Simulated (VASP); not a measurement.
# Ba (Pm-3m) in VASP: notebook

Aim: see how the results for Ba move with the level of theory and the settings. Levels: PBEsol+D3(BJ), PBEsol. Tasks: relaxation of cell and atoms.

All numbers are computed with VASP 6.6.1; they aren't measurements. Logs are shortened: lines on timing, memory, paths and dates and some standing lists are left out, and cuts for length are marked.

## (1) The cell of the first run

The structure is cubic, space group Pm-3m (No. 221). The conventional cell has a = 3.918 Å, b = 3.918 Å, c = 3.918 Å, α = 90.00°, β = 90.00°, γ = 90.00°. Within 5.1 Å of Ba (site symmetry m-3m) lie 6 Ba at 3.92 Å.

## (2) Relaxation of cell and atoms, PBEsol+D3(BJ)

Input file INCAR:

```
PREC = Accurate ; ENCUT = 600
EDIFF = 1E-6 ; ISMEAR = -1
SIGMA = 0.05 ; LREAL = F
LASPH = T ; NELM = 60
ALGO = Normal ; ISIF = 3
LWAVE = F ; LCHARG = F
GGA = PS ; IVDW = 12
IBRION = 2 ; NSW = 80
EDIFFG = -0.01
```

Input file KPOINTS:

```
Automatic mesh
0
Gamma
  7 7 7
  0.5 0.5 0.5
```

Input file POSCAR:

```
Ba
1.0
    3.9177180000      0.0000000000      0.0000000000
    0.0000000000      3.9177180000      0.0000000000
    0.0000000000      0.0000000000      3.9177180000
Ba
1
Direct
    0.0000000000      0.0000000000      0.0000000000
```

Potentials or basis: VASP PAW PBE potentials, release 64 (Ba_sv).

Started as:

```
cat potpaw_PBE.64/Ba_sv/POTCAR > POTCAR
mpirun -np 1 vasp_std > vasp.out
```

OUTCAR:

```text
PREC = Accurate
   ENCUT = 600
   EDIFF = 1E-6
   ISMEAR = -1
   LREAL = F
   LASPH = T
   NELM = 60
   ISIF = 3
   GGA = PS
   IVDW = 12
   IBRION = 2
   NSW = 80
   EDIFFG = -0.01
 IVDW          = 12

 ion  position               nearest neighbor table
   1  0.000  0.000  0.000-

  LATTYP: Found a simple cubic cell.
 ALAT       =     3.9177180000

  Lattice vectors:

 A1 = (   3.9177180000,   0.0000000000,   0.0000000000)
 A2 = (   0.0000000000,   3.9177180000,   0.0000000000)
 A3 = (   0.0000000000,   0.0000000000,   3.9177180000)

Analysis of symmetry for initial positions (statically):
=====================================================================
 Subroutine PRICEL returns:
 Original cell was already a primitive cell.

 Routine SETGRP: Setting up the symmetry group for a
 simple cubic supercell.

 Subroutine GETGRP returns: Found 48 space group operations
 (whereof 48 operations were pure point group operations)
 out of a pool of 48 trial point group operations.

The static configuration has the point symmetry O_h .

Analysis of symmetry for dynamics (positions and initial velocities):
=====================================================================
 Subroutine PRICEL returns:
 Original cell was already a primitive cell.

 Routine SETGRP: Setting up the symmetry group for a
 simple cubic supercell.

 Subroutine GETGRP returns: Found 48 space group operations
 (whereof 48 operations were pure point group operations)
 out of a pool of 48 trial point group operations.

The dynamic configuration has the point symmetry O_h .

 Subroutine INISYM returns: Found 48 space group operations
 (whereof 48 operations are pure point group operations),
 and found     1 'primitive' translations

----------------------------------------------------------------------------------------

                                     Primitive cell

  volume of cell :      60.1312

  direct lattice vectors                    reciprocal lattice vectors
     3.917718000  0.000000000  0.000000000     0.255250633  0.000000000  0.000000000
     0.000000000  3.917718000  0.000000000     0.000000000  0.255250633  0.000000000
     0.000000000  0.000000000  3.917718000     0.000000000  0.000000000  0.255250633

  length of vectors
     3.917718000  3.917718000  3.917718000     0.255250633  0.255250633  0.255250633

  position of ions in fractional coordinates (direct lattice)
     0.000000000  0.000000000  0.000000000

  ion indices of the primitive-cell ions
[... 35 lines left out ...]
  0.214286  0.214286  0.071429     24.000000
  0.357143  0.214286  0.071429     48.000000
[... 12 lines left out ...]
  0.500000  0.500000  0.357143      6.000000
  0.500000  0.500000  0.500000      1.000000
   k-points           NKPTS =     20   k-points in BZ     NKDIM =     20   number of bands    NBANDS=      9
   number of dos      NEDOS =    301   number of ions     NIONS =      1
   total plane-waves  NPLWV =  32768
   dimension x,y,z NGX =    32 NGY =   32 NGZ =   32
   dimension x,y,z NGXF=    64 NGYF=   64 NGZF=   64
   ions per type =               1
   NGX,Y,Z   is equivalent  to a cutoff of  13.58, 13.58, 13.58 a.u.
   NGXF,Y,Z  is equivalent  to a cutoff of  27.16, 27.16, 27.16 a.u.
 SYSTEM =  unknown system
   PREC   = accura    normal or accurate (medium, high low for compatibility)
   ISTART =      0    job   : 0-new  1-cont  2-samecut
   ICHARG =      2    charge: 1-file 2-atom 10-const
   ISPIN  =      1    spin polarized calculation?
   LNONCOLLINEAR =      F non collinear calculations
   LSORBIT =      F    spin-orbit coupling
   LASPH  =      T    aspherical Exc in radial PAW
   ENCUT  =  600.0 eV  44.10 Ry    6.64 a.u.   7.82  7.82  7.82*2*pi/ulx,y,z
   NELM   =     60;   NELMIN=  2; NELMDL= -5     # of ELM steps
   EDIFF  = 0.1E-05   stopping-criterion for ELM
   LREAL  =      F    real-space projection
   EDIFFG = -.1E-01   stopping-criterion for IOM
   NSW    =     80    number of steps for IOM
   IBRION =      2    ionic relax: 0-MD 1-quasi-New 2-CG
   NFREE  =      1    steps in history (QN), initial steepest desc. (CG)
   ISIF   =      3    stress and relaxation
   ISYM   =      2    0-nonsym 1-usesym 2-fastsym
   POTIM  = 0.5000    time-step for ionic-motion
   TEBEG  =    0.0;   TEEND  =   0.0 temperature during run
   PSTRESS=    0.0 pullay stress
   NELECT =      10.0000    total number of electrons
   NUPDOWN=      -1.0000    fix difference up-down
   EMIN   =  10.00;   EMAX   =-10.00  energy-range for DOS
   EFERMI =   0.00;   METHOD = LEGACY
   ISMEAR =    -1;   SIGMA  =   0.05  broadening in eV -4-tet -1-fermi 0-gaus
   EFERMI_NEDOS =   21; number of points for ismear=-14 and -15
   IALGO  =     38    algorithm
   IMIX   =      4    mixing-type and parameters
     AMIX     =   0.40;   BMIX     =  1.00
     AMIX_MAG =   1.60;   BMIX_MAG =  1.00
  volume/ion in A,a.u.               =      60.13       405.79
  Fermi-wavevector in a.u.,A,eV,Ry     =   0.900275  1.701272 11.027445  0.810494
  Thomas-Fermi vector in A             =   2.023212
   LORBIT       =      0    0 simple, 1 ext, 2 COOP (PROOUT), +10 PAW based schemes
   GGA     = PS    functional components
   LHFCALC =     F    Hartree Fock is set to
   AEXX    =    0.0000 exact exchange contribution
   IVDW    =    12    specifies the selected vdW correction
   LEPSILON=     F    determine dielectric tensor
   LRPA    =     F    only Hartree local field effects (RPA)
 conjugate gradient relaxation of ions
 non-spin polarized calculation
  energy-cutoff  :      600.00
  volume of cell :       60.13
 maximum number of plane-waves:      2024
 NGX is ok and might be reduce to    32
   NGX = 15   NGY = 15   NGZ = 15

--------------------------------------- Ionic step        1  -------------------------------------------

 number of electron      10.0000000 magnetization

 Free energy of the ion-electron system (eV)
  ---------------------------------------------------
  ext. energy  EPLUGINS =         0.00000000
  ---------------------------------------------------
  free energy    TOTEN  =        -1.83493376 eV

  energy without entropy =       -1.82305699  energy(sigma->0) =       -1.82899537

------------------------ aborting loop because EDIFF is reached ----------------------------------------

 Edisp (eV)   -0.26409

 E8    (eV) :    -0.2083
[... 108 lines left out ...]
--------------------------------------- Ionic step        4  -------------------------------------------

 number of electron      10.0000000 magnetization

 Free energy of the ion-electron system (eV)
  ---------------------------------------------------
  ext. energy  EPLUGINS =         0.00000000
  ---------------------------------------------------
  free energy    TOTEN  =        -1.82729394 eV

  energy without entropy =       -1.81823916  energy(sigma->0) =       -1.82276655

 E-fermi :   2.1695     XC(G=0):  -8.1676

 val. band max:        2.1092762278   @ k =   0.5000   0.2143   0.0714
 cond. band min:       2.2416467894   @ k =   0.0714   0.0714   0.0714
 fundamental gap:      0.1323705616
 Fermi energy:         2.1694633673

 k-point     1 :       0.0714    0.0714    0.0714
  band No.  band energies     occupation
      1     -26.7902      2.00000
      2     -11.4780      2.00000
      3     -11.4642      2.00000
      4     -11.4642      2.00000
      5      -0.1557      2.00000
      6       2.2416      0.38196
      7       2.2416      0.38196
      8       7.2477      0.00000
      9       7.5032      0.00000
[... 258 lines left out ...]
  FREE ENERGIE OF THE ION-ELECTRON SYSTEM (eV)
  ---------------------------------------------------
  free  energy   TOTEN  =        -2.1354330357 eV

  energy  without entropy=       -2.1263782610  energy(sigma->0) =       -2.13090565

 reached required accuracy - stopping structural energy minimisation
```

It took 30 s on 1 thread of Intel Xeon Platinum 8259CL at 2.50GHz (Skylake/Cascade Lake), shared host; peak memory 0.2 GiB.

Results:

```
Free energy                            : -2.1354 eV
Relaxed volume                         : 51.66 Å³/atom
Relaxed cell                           : a = 3.724 Å, b = 3.724 Å, c = 3.724 Å, α = 90.00°, β = 90.00°, γ = 90.00°
Space group after relaxing (to 0.05 Å) : Pm-3m (No. 221)
Energy gained by relaxing              : 36.4 meV/atom
Ionic steps                            : 4
Pressure after relaxing                : 0.0 GPa
Band gap on the k mesh                 : zero (band 5 reaches 2.11 eV, above the bottom of band 6 at 1.93 eV)
Dispersion energy per atom             : -0.308 eV
```

Step by step:
| step | energy change (eV) | largest force (eV/Å) | pressure (GPa) | volume (Å³) |
| --- | --- | --- | --- | --- |
| 1 | 0.0000 | 0.0000 | -1.17 | 60.13 |
| 2 | -0.0236 | 0.0000 | -0.82 | 56.39 |
| 3 | -0.0362 | 0.0000 | -0.13 | 52.34 |
| 4 | -0.0364 | 0.0000 | 0.03 | 51.66 |

Final structure:
```
Ba
1.0
     3.72444    0.00000    0.00000
     0.00000    3.72444    0.00000
     0.00000    0.00000    3.72444
Ba
1
Direct
  0.00000 0.00000 0.00000
```

Caveat: the PAW data sets were made with another functional, which shifts forces and pressure a little; spin-orbit coupling is left out, which moves the levels of the heavy elements; pairwise dispersion overbinds metals, which lowers pressure and volume.

## (3) Relaxation of cell and atoms, PBEsol

Input file INCAR:

```
SYSTEM = Ba
  PREC = Accurate
  ENCUT = 600
  EDIFF = 1E-7
  ISMEAR = -1
  SIGMA = 0.05
  LREAL = .FALSE.
  LASPH = .TRUE.
  NELM = 100
  ALGO = Normal
  ISIF = 3
  LWAVE = .FALSE.
  LCHARG = .FALSE.
  GGA = PS
  IBRION = 2
  NSW = 80
  EDIFFG = -0.01
```

KPOINTS is that of step 2.

POSCAR is that of step 2.

Potentials or basis: VASP PAW PBE potentials, release 64 (Ba_sv).

Started as:

```
cat potpaw_PBE.64/Ba_sv/POTCAR > POTCAR
mpirun -np 1 vasp_std > vasp.out
```

OUTCAR:

```text
SYSTEM = Ba
   PREC = Accurate
   ENCUT = 600
   EDIFF = 1E-7
   ISMEAR = -1
   LREAL = .FALSE.
   LASPH = .TRUE.
   NELM = 100
   ISIF = 3
   GGA = PS
   IBRION = 2
   NSW = 80
   EDIFFG = -0.01

 ion  position               nearest neighbor table
   1  0.000  0.000  0.000-

  LATTYP: Found a simple cubic cell.
 ALAT       =     3.9177180000

  Lattice vectors:

 A1 = (   3.9177180000,   0.0000000000,   0.0000000000)
 A2 = (   0.0000000000,   3.9177180000,   0.0000000000)
 A3 = (   0.0000000000,   0.0000000000,   3.9177180000)

Analysis of symmetry for initial positions (statically):
=====================================================================
 Subroutine PRICEL returns:
 Original cell was already a primitive cell.

 Routine SETGRP: Setting up the symmetry group for a
 simple cubic supercell.

 Subroutine GETGRP returns: Found 48 space group operations
 (whereof 48 operations were pure point group operations)
 out of a pool of 48 trial point group operations.

The static configuration has the point symmetry O_h .

Analysis of symmetry for dynamics (positions and initial velocities):
[... 144 lines left out ...]

 number of electron      10.0000000 magnetization

 Free energy of the ion-electron system (eV)
  ---------------------------------------------------
  ext. energy  EPLUGINS =         0.00000000
  ---------------------------------------------------
  free energy    TOTEN  =        -1.83493367 eV

  energy without entropy =       -1.82305752  energy(sigma->0) =       -1.82899559

------------------------ aborting loop because EDIFF is reached ----------------------------------------

  FORCE on cell =-STRESS in cart. coord.  units (eV):
  Direction    XX          YY          ZZ          XY          YZ          ZX
  --------------------------------------------------------------------------------------
  -------------------------------------------------------------------------------------
  Total       -0.1732312     -0.1732312     -0.1732312      0.0000000     -0.0000000      0.0000000
  in kB       -4.6156946     -4.6156946     -4.6156946      0.0000000     -0.0000000      0.0000000
  external PRESSURE =      -4.6156946 kB  Pullay stress =       0.0000000 kB
[... 92 lines left out ...]
--------------------------------------- Ionic step        4  -------------------------------------------

 number of electron       9.9999999 magnetization

 Free energy of the ion-electron system (eV)
  ---------------------------------------------------
  ext. energy  EPLUGINS =         0.00000000
  ---------------------------------------------------
  free energy    TOTEN  =        -1.84079420 eV

  energy without entropy =       -1.83156301  energy(sigma->0) =       -1.83617861

 E-fermi :   1.8672     XC(G=0):  -7.8623

 val. band max:        1.8013260337   @ k =   0.5000   0.2143   0.0714
 cond. band min:       1.9667370914   @ k =   0.0714   0.0714   0.0714
 fundamental gap:      0.1654110576
 Fermi energy:         1.8672125182

 k-point     1 :       0.0714    0.0714    0.0714
  band No.  band energies     occupation
      1     -27.1868      2.00000
      2     -11.9715      2.00000
      3     -11.9612      2.00000
      4     -11.9612      2.00000
      5      -0.5124      2.00000
      6       1.9667      0.24041
      7       1.9667      0.24041
      8       6.5434      0.00000
      9       6.7716      0.00000
[... 254 lines left out ...]
  FREE ENERGIE OF THE ION-ELECTRON SYSTEM (eV)
  ---------------------------------------------------
  free  energy   TOTEN  =        -1.8407942030 eV

  energy  without entropy=       -1.8315630088  energy(sigma->0) =       -1.83617861

 reached required accuracy - stopping structural energy minimisation
```

CONTCAR:

```text
Ba
   1.00000000000000
     3.8340758619506463    0.0000000000000000    0.0000000000000000
     0.0000000000000000    3.8340758619506463    0.0000000000000000
    -0.0000000000000000   -0.0000000000000000    3.8340758619506463
  Ba
     1
Direct
     0.0000000000000000    0.0000000000000000    0.0000000000000000

  0.00000000E+00  0.00000000E+00  0.00000000E+00
```

Wall time 29 s (1 thread of Intel Xeon Platinum 8259CL at 2.50GHz (Skylake/Cascade Lake), shared host); peak memory 0.19 GiB.

Results:

```
Free energy                            : -1.8408 eV
Relaxed volume                         : 56.36 Å³/atom
Relaxed cell                           : a = 3.834 Å, b = 3.834 Å, c = 3.834 Å, α = 90.00°, β = 90.00°, γ = 90.00°
Space group after relaxing (to 0.05 Å) : Pm-3m (No. 221)
Energy gained by relaxing              : 5.9 meV/atom
Ionic steps                            : 4
Pressure after relaxing                : 0.0 GPa
Band gap on the k mesh                 : zero (band 5 reaches 1.80 eV, above the bottom of band 6 at 1.71 eV)
```

The path:
```tsv
step	energy change (eV)	largest force (eV/Å)	pressure (GPa)	volume (Å³)
1	0.0000	0.0000	-0.46	60.13
2	-0.0036	0.0000	-0.31	58.64
3	-0.0058	0.0000	-0.03	56.56
4	-0.0059	0.0000	0.00	56.36
```

Final structure:
```yaml
crystal:
  lattice:
    - [3.83408, 0.00000, 0.00000]
    - [0.00000, 3.83408, 0.00000]
    - [0.00000, 0.00000, 3.83408]
  atoms:
    - { symbol: Ba, position: [0.00000, 0.00000, 0.00000] }
```

Levels at points of the mesh, in eV from the Fermi level:
```tsv
k point	band 1	band 2	band 3	band 4	band 5	band 6	band 7	band 8	band 9
(0.50, 0.50, 0.50)	-28.82	-14.45	-14.45	-14.45	-0.16	-0.16	-0.16	4.04	7.16
```

Caveat: the PAW data sets were made with another functional, which shifts forces and pressure a little; spin-orbit coupling is left out, which moves the levels of the heavy elements.
